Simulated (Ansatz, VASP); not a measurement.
**ScSi3: VASP beside Ansatz**

INCAR

```
SYSTEM = ScSi3
PREC = Accurate
ENCUT = 520
EDIFF = 1E-6
ISMEAR = 0
SIGMA = 0.05
LREAL = .False.
LASPH = .True.
NELM = 100
ALGO = Normal
ISIF = 2
LWAVE = .False.
LCHARG = .False.
GGA = PE
NBANDS = 20
```

File KPOINTS:

```
Automatic mesh
0
Gamma
  8 8 8
  0 0 0
```

File POSCAR:

```
ScSi3
1.0
    3.9918160531      0.0000000000      0.0000000000
    0.0000000000      3.9918160531      0.0000000000
    0.0000000000      0.0000000000      3.9918160531
Sc Si
1 3
Direct
    0.0000000000      0.0000000000      0.0000000000
    0.0000000000      0.5000000000      0.5000000000
    0.5000000000      0.5000000000      0.0000000000
    0.5000000000      0.0000000000      0.5000000000
```

Input for Ansatz:

```yaml
crystal:
  lattice:
    - [3.9918160531, 0.0, 0.0]
    - [0.0, 3.9918160531, 0.0]
    - [0.0, 0.0, 3.9918160531]
  atoms:
    - { symbol: Sc, position: [0.0, 0.0, 0.0] }
    - { symbol: Si, position: [0.0, 0.5, 0.5] }
    - { symbol: Si, position: [0.5, 0.5, 0.0] }
    - { symbol: Si, position: [0.5, 0.0, 0.5] }
basis:
  ecutwfc: 420
  ecutrho_ratio: 4
kpoints:
  mp_grid: { grid: [8, 8, 8] }
hamiltonian:
  xc: pbe
scf:
  occupations: { method: gaussian, width: 0.05 }
output:
  forces: true
  stress: true
  eigenvalues: true
```

Alike in both runs: task single point; functional PBE; k mesh 8 × 8 × 8; occupations gaussian, width 0.05 eV; no spin polarisation.

```csv
,VASP,Ansatz
version,VASP 6.6.1,Ansatz 0.2.0
potentials or method,"VASP PAW PBE potentials, release 64 (Sc_sv, Si), cutoff 520 eV","scalar-relativistic, plane waves, PAW"
valence electrons in the cell,23,23
```

Ansatz gave:

- gap on the k mesh at the Fermi level (eV): none
- pressure (GPa): -1.8

Q: Estimate VASP's values.

A: gap on the k mesh at the Fermi level (eV): none; pressure (GPa): -1.7.

A gap of «none» marks a metal or a gap that the smearing closes. With one functional, cell and mesh, what is left measures potentials, basis and numerics.
